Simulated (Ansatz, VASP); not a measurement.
Bi2Te3 in VASP and in Ansatz

The input INCAR:

```
SYSTEM = Bi2Te3
PREC = Accurate
ENCUT = 520
EDIFF = 1E-8
ISMEAR = -1
SIGMA = 0.08
LREAL = .False.
LASPH = .True.
NELM = 80
ALGO = Normal
ISIF = 2
LWAVE = .False.
LCHARG = .False.
GGA = PE
LEFG = .True.
NBANDS = 32
```

File KPOINTS:

```
Automatic mesh
0
Gamma
  7 7 7
  0 0 0
```

File POSCAR:

```
Bi2Te3
1.0
    2.1710705528      1.2534681681     10.1656700000
   -2.1710705528      1.2534681681     10.1656700000
    0.0000000000     -2.5069363362     10.1656700000
Bi Te
2 3
Direct
    0.4000000000      0.4000000000      0.4000000000
    0.6000000000      0.6000000000      0.6000000000
    0.0000000000      0.0000000000      0.0000000000
    0.2095000000      0.2095000000      0.2095000000
    0.7905000000      0.7905000000      0.7905000000
```

Input for Ansatz:

```yaml
crystal:
  lattice:
    - [2.1710705528, 1.2534681681, 10.16567]
    - [-2.1710705528, 1.2534681681, 10.16567]
    - [0.0, -2.5069363362, 10.16567]
  atoms:
    - { symbol: Bi, position: [0.4, 0.4, 0.4] }
    - { symbol: Bi, position: [0.6, 0.6, 0.6] }
    - { symbol: Te, position: [0.0, 0.0, 0.0] }
    - { symbol: Te, position: [0.2095, 0.2095, 0.2095] }
    - { symbol: Te, position: [0.7905, 0.7905, 0.7905] }
kpoints:
  mp_grid: { grid: [7, 7, 7] }
scf:
  occupations: { method: fermi_dirac, width: 0.08 }
hamiltonian:
  xc: pbe
  pseudopotentials: { kind: all_electron, datasets: crystal }
output:
  forces: true
  stress: true
  eigenvalues: true
  efg: { contact_densities: true }
```

Change from the starting cell: equal xx and yy strain of -1 %, crystal datasets.

Alike in both runs: task electric field gradients; functional PBE; k mesh 7 × 7 × 7; occupations fermi-dirac, width 0.08 eV; no spin polarisation.

|  | VASP | Ansatz |
| --- | --- | --- |
| version | VASP 6.6.1 | Ansatz 0.2.0 |
| potentials or method | VASP PAW PBE potentials, release 64 (Bi_d, Te), cutoff 520 eV | all-electron PAW with datasets made for the crystal, scalar-relativistic |

|  | VASP | Ansatz | Ansatz less VASP |
| --- | --- | --- | --- |
| pressure (GPa) | 3.0 | 3.1 | +0.03 |
| traceless stress, the component that is largest in VASP (GPa) | -0.30 | -0.30 | -0.002 |
| rms of the force components (eV/Å) | 0.030 | 0.024 | -0.0051 |
| size of Vzz on the site where it differs most (V/Å²) | 103.0 | 107.8 | +4.72 |

Atom by atom the forces differ by 0.005 eV/Å (rms over components). Ansatz ran all-electron here, and VASP with PAW potentials.

Spin-orbit coupling is off throughout.
